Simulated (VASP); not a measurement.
# Hf2H (P6/mmm) in VASP: density of states with PBE

Aim: the density of states of Hf2H with PBE.

Everything below comes from runs of VASP 6.6.1. Logs are shortened: lines on timing, memory, paths and dates and some standing lists are left out, and cuts for length are marked.

## Step 1: The cell of the first run

It takes space group P6/mmm (No. 191, hexagonal). Conventional cell: a = 3.062 Å, b = 3.062 Å, c = 6.724 Å, α = 90.00°, β = 90.00°, γ = 120.00°. Hf (site symmetry 6mm) has 1 H at 1.81 Å within 2.4 Å. Within 2.4 Å of H (site symmetry 6/mmm) lie 2 Hf at 1.81 Å.

## Step 2: Density of states, PBE

POSCAR

```
Hf2H
1.0
    3.0624210507      0.0000000000      0.0000000000
   -1.5312105253      2.6521344270      0.0000000000
    0.0000000000      0.0000000000      6.7240020702
Hf H
2 1
Direct
    0.0000000000      0.0000000000      0.7684797063
    0.0000000000      0.0000000000      0.2315202937
    0.0000000000      0.0000000000      0.5000000000
```

INCAR.step1

```
SYSTEM = Hf2H
PREC = Accurate ; ENCUT = 520
EDIFF = 1E-6 ; ISMEAR = 0
SIGMA = 0.1 ; LREAL = .False.
LASPH = .True. ; NELM = 60
ALGO = Normal ; ISIF = 2
LWAVE = .False. ; LCHARG = .True.
LMAXMIX = 4 ; GGA = PE
NBANDS = 18
```

KPOINTS.step1

```
Automatic mesh
0
Gamma
  18 18 8
  0 0 0
```

INCAR.step2

```
SYSTEM = Hf2H
PREC = Accurate ; ENCUT = 520
EDIFF = 1E-6 ; ISMEAR = -5
SIGMA = 0.1 ; LREAL = .False.
LASPH = .True. ; NELM = 60
ALGO = Normal ; ISIF = 2
LWAVE = .False. ; LCHARG = .False.
LMAXMIX = 4 ; GGA = PE
LORBIT = 11 ; NEDOS = 2001
ICHARG = 11
```

KPOINTS.step2

```
Automatic mesh
0
Gamma
  27 27 12
  0 0 0
```

Potentials or basis: VASP PAW PBE potentials, release 64 (Hf_pv, H).

Launch:

```
$ cat potpaw_PBE.64/Hf_pv/POTCAR potpaw_PBE.64/H/POTCAR > POTCAR
$ cp INCAR.step1 INCAR
$ cp KPOINTS.step1 KPOINTS
$ mpirun -np 1 vasp_std > vasp.out
$ cp INCAR.step2 INCAR
$ cp KPOINTS.step2 KPOINTS
$ mpirun -np 1 vasp_std > vasp.out
```

OUTCAR:

```text
SYSTEM = Hf2H
   PREC = Accurate
   ENCUT = 520
   EDIFF = 1E-6
   ISMEAR = -5
   LREAL = .False.
   LASPH = .True.
   NELM = 60
   ISIF = 2
   GGA = PE
   LORBIT = 11
   ICHARG = 11

 ion  position               nearest neighbor table
   1  0.000  0.000  0.768-   3 1.81   2 3.11   2 3.61
   2  0.000  0.000  0.232-   3 1.81   1 3.11   1 3.61
   3  0.000  0.000  0.500-   1 1.81   2 1.81

  LATTYP: Found a hexagonal cell.
 ALAT       =     3.0624210507
 C/A-ratio  =     2.1956491152

  Lattice vectors:

 A1 = (   3.0624210507,   0.0000000000,   0.0000000000)
 A2 = (  -1.5312105253,   2.6521344270,   0.0000000000)
 A3 = (   0.0000000000,   0.0000000000,   6.7240020702)

Analysis of symmetry for initial positions (statically):
=====================================================================
 Subroutine PRICEL returns:
 Original cell was already a primitive cell.

 Routine SETGRP: Setting up the symmetry group for a
 hexagonal supercell.

 Subroutine GETGRP returns: Found 24 space group operations
 (whereof 24 operations were pure point group operations)
 out of a pool of 24 trial point group operations.

The static configuration has the point symmetry D_6h.

Analysis of symmetry for dynamics (positions and initial velocities):
=====================================================================
 Subroutine PRICEL returns:
 Original cell was already a primitive cell.

 Routine SETGRP: Setting up the symmetry group for a
 hexagonal supercell.

 Subroutine GETGRP returns: Found 24 space group operations
 (whereof 24 operations were pure point group operations)
 out of a pool of 24 trial point group operations.

The dynamic configuration has the point symmetry D_6h.

 Subroutine INISYM returns: Found 24 space group operations
 (whereof 24 operations are pure point group operations),
 and found     1 'primitive' translations

----------------------------------------------------------------------------------------

                                     Primitive cell

  volume of cell :      54.6120

  direct lattice vectors                    reciprocal lattice vectors
     3.062421051  0.000000000  0.000000000     0.326539030  0.188527397  0.000000000
    -1.531210525  2.652134427  0.000000000     0.000000000  0.377054794  0.000000000
     0.000000000  0.000000000  6.724002070     0.000000000  0.000000000  0.148720954

  length of vectors
     3.062421051  3.062421051  6.724002070     0.377054794  0.377054794  0.148720954

  position of ions in fractional coordinates (direct lattice)
     0.000000000  0.000000000  0.768479706
     0.000000000  0.000000000  0.231520294
     0.000000000  0.000000000  0.500000000

  ion indices of the primitive-cell ions
   primitive index   ion index
                 1           1
                 2           2
                 3           3

----------------------------------------------------------------------------------------

 KPOINTS: Automatic mesh

Automatic generation of k-mesh.
 Grid dimensions read from file:
 generate k-points for:   27   27   12

 Generating k-lattice:

  Cartesian coordinates                     Fractional coordinates (reciprocal lattice)
     0.012094038  0.006982496  0.000000000     0.037037037  0.000000000  0.000000000
     0.000000000  0.013964992  0.000000000     0.000000000  0.037037037  0.000000000
     0.000000000  0.000000000  0.012393413     0.000000000  0.000000000  0.083333333

  Length of vectors
     0.013964992  0.013964992  0.012393413

  Shift w.r.t. Gamma in fractional coordinates (k-lattice)
     0.000000000  0.000000000  0.000000000

 TETIRR: Found   8868 inequivalent tetrahedra from    52488

 Subroutine IBZKPT returns following result:
 ===========================================

 Found    525 irreducible k-points:

 Following reciprocal coordinates:
            Coordinates               Weight
  0.000000  0.000000  0.000000      1.000000
  0.037037 -0.000000  0.000000      6.000000
  0.074074 -0.000000  0.000000      6.000000
  0.111111 -0.000000  0.000000      6.000000
  0.148148 -0.000000  0.000000      6.000000
  0.185185  0.000000  0.000000      6.000000
[... 16 lines left out ...]
  0.333333  0.037037  0.000000     12.000000
  0.370370  0.037037  0.000000     12.000000
 [... further k-points ...]
   k-points           NKPTS =    525   k-points in BZ     NKDIM =    525   number of bands    NBANDS=     14
   number of dos      NEDOS =   2001   number of ions     NIONS =      3
   total plane-waves  NPLWV =  28800
   dimension x,y,z NGX =    24 NGY =   24 NGZ =   50
   dimension x,y,z NGXF=    48 NGYF=   48 NGZF=  100
   ions per type =               2   1
   NGX,Y,Z   is equivalent  to a cutoff of  13.03, 13.03, 12.36 a.u.
   NGXF,Y,Z  is equivalent  to a cutoff of  26.06, 26.06, 24.72 a.u.
 SYSTEM =  Hf2H
   PREC   = accura    normal or accurate (medium, high low for compatibility)
   ISTART =      0    job   : 0-new  1-cont  2-samecut
   ICHARG =     11    charge: 1-file 2-atom 10-const
   ISPIN  =      1    spin polarized calculation?
   LNONCOLLINEAR =      F non collinear calculations
   LSORBIT =      F    spin-orbit coupling
   LASPH  =      T    aspherical Exc in radial PAW
   ENCUT  =  520.0 eV  38.22 Ry    6.18 a.u.   5.69  5.69 12.50*2*pi/ulx,y,z
   NELM   =     60;   NELMIN=  2; NELMDL=  0     # of ELM steps
   EDIFF  = 0.1E-05   stopping-criterion for ELM
   LREAL  =      F    real-space projection
   EDIFFG = 0.1E-04   stopping-criterion for IOM
   NSW    =      0    number of steps for IOM
   IBRION =     -1    ionic relax: 0-MD 1-quasi-New 2-CG
   NFREE  =      0    steps in history (QN), initial steepest desc. (CG)
   ISIF   =      2    stress and relaxation
   ISYM   =      2    0-nonsym 1-usesym 2-fastsym
   POTIM  = 0.5000    time-step for ionic-motion
   TEBEG  =    0.0;   TEEND  =   0.0 temperature during run
   PSTRESS=    0.0 pullay stress
   NELECT =      21.0000    total number of electrons
   NUPDOWN=      -1.0000    fix difference up-down
   EMIN   =  10.00;   EMAX   =-10.00  energy-range for DOS
   EFERMI =   0.00;   METHOD = LEGACY
   ISMEAR =    -5;   SIGMA  =   0.10  broadening in eV -4-tet -1-fermi 0-gaus
   EFERMI_NEDOS =   21; number of points for ismear=-14 and -15
   IALGO  =     38    algorithm
   IMIX   =      4    mixing-type and parameters
     AMIX     =   0.40;   BMIX     =  1.00
     AMIX_MAG =   1.60;   BMIX_MAG =  1.00
  volume/ion in A,a.u.               =      18.20       122.85
  Fermi-wavevector in a.u.,A,eV,Ry     =   1.190470  2.249662 19.282437  1.417219
  Thomas-Fermi vector in A             =   2.326554
   LORBIT       =     11    0 simple, 1 ext, 2 COOP (PROOUT), +10 PAW based schemes
   GGA     = PE    functional components
   LHFCALC =     F    Hartree Fock is set to
   AEXX    =    0.0000 exact exchange contribution
   IVDW    =     0    specifies the selected vdW correction
   LEPSILON=     F    determine dielectric tensor
   LRPA    =     F    only Hartree local field effects (RPA)
 non-spin polarized calculation
 Fermi weights with tetrahedron method with Bloechl corrections
  energy-cutoff  :      520.00
  volume of cell :       54.61
 maximum number of plane-waves:      1502
 NGX is ok and might be reduce to    24

 number of electron      21.0000005 magnetization

 Free energy of the ion-electron system (eV)
  ---------------------------------------------------
  ext. energy  EPLUGINS =         0.00000000
  ---------------------------------------------------
  free energy    TOTEN  =       -21.96458168 eV

  energy without entropy =      -21.96458168  energy(sigma->0) =      -21.96458168

 E-fermi :   3.5143     XC(G=0): -10.4971

 val. band max:        3.5217751205   @ k =   0.3333   0.2593   0.0000
 cond. band min:       3.4996052371   @ k =   0.1852   0.1852   0.5000
 fundamental gap:     -0.0221698834
 Fermi energy:         3.5143226042

 k-point     1 :       0.0000    0.0000    0.0000
  band No.  band energies     occupation
      1     -27.4402      2.00000
      2     -27.0796      2.00000
      3     -26.6733      2.00000
      4     -26.6733      2.00000
      5     -26.6498      2.00000
      6     -26.6498      2.00000
      7      -3.9652      2.00000
      8      -0.6775      2.00000
      9      -0.5840      2.00000
     10       2.3980      2.00000
     11       5.1654      0.00000
     12       5.1654      0.00000
     13       5.5106      0.00000
     14       5.5106      0.00000

 k-point     2 :       0.0370   -0.0000    0.0000
  band No.  band energies     occupation
      1     -27.4384      2.00000
      2     -27.0781      2.00000
      3     -26.6852      2.00000
      4     -26.6760      2.00000
      5     -26.6614      2.00000
      6     -26.6524      2.00000
      7      -3.9322      2.00000
      8      -0.6230      2.00000
      9      -0.5564      2.00000
     10       2.3977      2.00000
     11       5.1044      0.00000
     12       5.2095      0.00000
     13       5.4587      0.00000
     14       5.5551      0.00000

 k-point     3 :       0.0741   -0.0000    0.0000
  band No.  band energies     occupation
      1     -27.4330      2.00000
      2     -27.0739      2.00000
      3     -26.7201      2.00000
      4     -26.6954      2.00000
      5     -26.6838      2.00000
      6     -26.6602      2.00000
      7      -3.8347      2.00000
      8      -0.4745      2.00000
      9      -0.4617      2.00000
     10       2.3960      2.00000
     11       4.9334      0.00000
     12       5.3132      0.00000
     13       5.3412      0.00000
     14       5.6879      0.00000
[... 324 lines left out ...]
 k-point    23 :       0.3333    0.0370    0.0000
  band No.  band energies     occupation
      1     -27.3408      2.00000
      2     -27.3305      2.00000
      3     -27.3019      2.00000
      4     -26.9942      2.00000
      5     -26.8353      2.00000
      6     -26.8090      2.00000
      7      -1.9398      2.00000
      8       0.9117      2.00000
      9       1.7922      2.00000
     10       1.8165      2.00000
     11       3.7803      0.00000
     12       5.0957      0.00000
     13       5.7707      0.00000
     14       6.0081      0.00000

 k-point    24 :       0.3704    0.0370    0.0000
  band No.  band energies     occupation
      1     -27.4057      2.00000
      2     -27.3664      2.00000
      3     -27.3198      2.00000
      4     -26.9852      2.00000
      5     -26.8519      2.00000
      6     -26.8254      2.00000
      7      -1.7037      2.00000
      8       0.9998      2.00000
      9       1.6397      2.00000
     10       1.7692      2.00000
     11       3.9215      0.00000
     12       5.0926      0.00000
     13       5.9014      0.00000
     14       6.2566      0.00000

 [... further k-points ...]
[... 5 lines left out ...]
  --------------------------------------------------------------------------------------
  -------------------------------------------------------------------------------------
  Total       -0.1011307     -0.1011307     -0.0661741     -0.0000000      0.0000000     -0.0000000
  in kB       -2.9669155     -2.9669155     -1.9413790     -0.0000000      0.0000000     -0.0000000
  external PRESSURE =      -2.6250700 kB  Pullay stress =       0.0000000 kB

 VOLUME and BASIS-vectors are now :
 -----------------------------------------------------------------------------
  energy-cutoff  :      520.00
  volume of cell :       54.61
      direct lattice vectors                 reciprocal lattice vectors
     3.062421051  0.000000000  0.000000000     0.326539030  0.188527397  0.000000000
    -1.531210525  2.652134427  0.000000000     0.000000000  0.377054794  0.000000000
     0.000000000  0.000000000  6.724002070     0.000000000  0.000000000  0.148720954

 POSITION                                       TOTAL-FORCE (eV/Angst)
 -----------------------------------------------------------------------------------
      0.00000      0.00000      5.16726        -0.000000     -0.000000     -0.009549
      0.00000      0.00000      1.55674         0.000000      0.000000      0.009549
      0.00000      0.00000      3.36200        -0.000000      0.000000      0.000000
 -----------------------------------------------------------------------------------
    total drift:                               -0.000000      0.000000     -0.000000

  FREE ENERGIE OF THE ION-ELECTRON SYSTEM (eV)
  ---------------------------------------------------
  free  energy   TOTEN  =       -21.9645816782 eV

  energy  without entropy=      -21.9645816782  energy(sigma->0) =      -21.96458168

 total charge

# of ion       s       p       d       tot
------------------------------------------
    1        0.398   6.336   1.596   8.329
    2        0.398   6.336   1.596   8.329
    3        0.613   0.012   0.000   0.625
--------------------------------------------------
tot          1.409  12.684   3.191  17.283
```

Wall time 7.2 min (1 thread of Intel Xeon 6975P-C, shared host); peak memory 0.49 GiB.

What came out:

* Valence electrons inside the program's atomic spheres: Hf 8.33; H 0.62

Levels at points of the mesh, in eV from the Fermi level:
```tsv
k point	band 8	band 9	band 10	band 11	band 12	band 13
(0.00, 0.00, 0.00)	-4.19	-4.10	-1.12	1.65	1.65	2.00
(0.00, 0.00, 0.50)	-5.76	-3.47	-1.13	1.73	1.73	1.91
```

Caveat: spin-orbit coupling is left out, which moves the levels of the heavy elements; tetrahedron occupations give inexact forces and stress in metals.
